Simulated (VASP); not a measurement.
A run of VASP 6.6.1 is set up as follows.

POSCAR

```
Si
1.0
    0.0000000000      2.6598984800      4.6432435400
    2.4222677700      0.0000000000      4.6432435400
    2.4222677700      2.6598984800      0.0000000000
Si
4
Direct
    0.7273942800      0.2726057200      0.7273942800
    0.2726057200      0.7273942800      0.2726057200
    0.7797693000      0.7797693000      0.2202307000
    0.2202307000      0.2202307000      0.7797693000
```

INCAR.step1

```
PREC = Accurate
ENCUT = 520
ISMEAR = 1
SIGMA = 0.2
LREAL = False
LASPH = True
NELM = 80
NBANDS = 16
GGA = PE
ALGO = Normal
EDIFF = 1E-4
LWAVE = True
LCHARG = False
```

INCAR.step2

```
PREC = Accurate
ENCUT = 520
EDIFF = 1E-6
ISMEAR = 1
SIGMA = 0.2
LREAL = False
LASPH = True
NELM = 80
ALGO = Normal
ISIF = 2
LWAVE = False
LCHARG = False
METAGGA = R2SCAN
LMIXTAU = True
NBANDS = 16
ISTART = 1
```

File KPOINTS:

```
Automatic mesh
0
Gamma
  8 8 8
```

Potentials or basis: VASP PAW PBE potentials, release 64 (Si).

Run with:

```bash
$ cat potpaw_PBE.64/Si/POTCAR > POTCAR
$ cp INCAR.step1 INCAR
$ mpirun -np 1 vasp_std > vasp.out
$ cp INCAR.step2 INCAR
$ mpirun -np 1 vasp_std > vasp.out
```

Q: Predict the band gap on the k mesh.

A: Zero (bands 8 and 9 overlap by 3.94 eV).

Q: Predict the largest force.

A: 0.080 eV/Å.

Q: Predict the pressure.

A: 2.5 GPa.

Forces in eV/Å, atoms in the order of the input:
```
Si   0.000  0.044  0.000
Si   0.000 -0.044  0.000
Si   0.000  0.000 -0.080
Si   0.000  0.000  0.080
```

Caveat: the PAW data sets were made with another functional, which shifts forces and pressure a little.
